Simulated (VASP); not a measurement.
Crystal: SnS2.

```xyz
3
Lattice="3.6390 0.0000 0.0000 -1.8195 3.1515 0.0000 0.0000 0.0000 5.8680" Properties=species:S:1:pos:R:3 pbc="T T T"
Sn    0.0000    0.0000    0.0000
S     0.0000    2.1010    1.4670
S     1.8195    1.0505    4.4010
```

```yaml
Program: VASP 6.6.1
Task: relaxation of cell and atoms
Functional: RPBE
Potentials_or_basis: VASP PAW PBE potentials, release 64 (Sn_d, S)
Cutoff: 500 eV
k_mesh: 12 × 12 × 4
Occupations: gaussian, width 0.01 eV
Spin: no spin polarisation
```

At the start: pressure 6.2 GPa; volume 22.43 Å³/atom.

Task: How do energy, volume and symmetry change on relaxing?

Result: Over 30 steps the energy falls by 70.4 meV/atom and the volume is 29.60 Å³/atom (+32.0 %); space group P-3m1 (No. 164, to 0.1 Å) before and after.

Step by step:
```
step  energy change (eV)  largest force (eV/Å)  pressure (GPa)  volume (Å³)
   1              0.0000                0.2738            6.15        67.30
   2             -0.0464                0.8448           -3.02        76.04
   3             -0.0896                0.4336            0.19        72.21
   4             -0.1045                0.3302            0.15        72.96
   5             -0.1255                0.0282            0.09        75.27
   6             -0.1393                0.0298            0.11        75.97
   7             -0.1711                0.0250            0.28        78.04
   8             -0.1984                0.0256            0.99        81.98
   9             -0.1932                0.3720           -1.54        87.47
  10             -0.2041                0.1445           -0.14        84.25
  11             -0.2069                0.0687           -0.25        85.43
  12             -0.2071                0.0459           -0.28        85.80
  13             -0.2071                0.1038            0.56        85.31
  14             -0.2080                0.0282            0.14        85.55
  15             -0.2089                0.0079            0.15        85.81
  16             -0.2090                0.0265            0.16        85.94
  17             -0.2093                0.0782           -0.18        86.73
  18             -0.2093                0.0644           -0.09        86.52
  19             -0.2098                0.0413           -0.08        86.79
  20             -0.2101                0.0071           -0.06        87.19
  21             -0.2101                0.0002           -0.06        87.27
  22             -0.2104                0.0177            0.08        87.33
  23             -0.2104                0.0297            0.16        87.37
  24             -0.2106                0.0152            0.12        87.56
  25             -0.2108                0.0219            0.02        88.03
  26             -0.2109                0.0218            0.00        88.15
  27             -0.2110                0.0211           -0.05        88.49
  28             -0.2110                0.0193           -0.16        89.17
  29             -0.2110                0.0201           -0.09        88.77
  30             -0.2111                0.0094           -0.05        88.81
```

Final structure:
```xyz
3
Lattice="3.7381 0.0000 0.0000 -1.8691 3.2373 0.0000 0.0000 0.0000 7.3388" Properties=species:S:1:pos:R:3 pbc="T T T"
Sn    0.0000    0.0000    0.0000
S     0.0000    2.1582    1.4795
S     1.8691    1.0791    5.8593
```

Caveat: the volume moved by over 15 % at a fixed basis, so the end points are rough; the PAW data sets were made with another functional, which shifts forces and pressure a little; this functional lacks dispersion, which binds the layers, so the pressure and a relaxed spacing across them are unreliable.
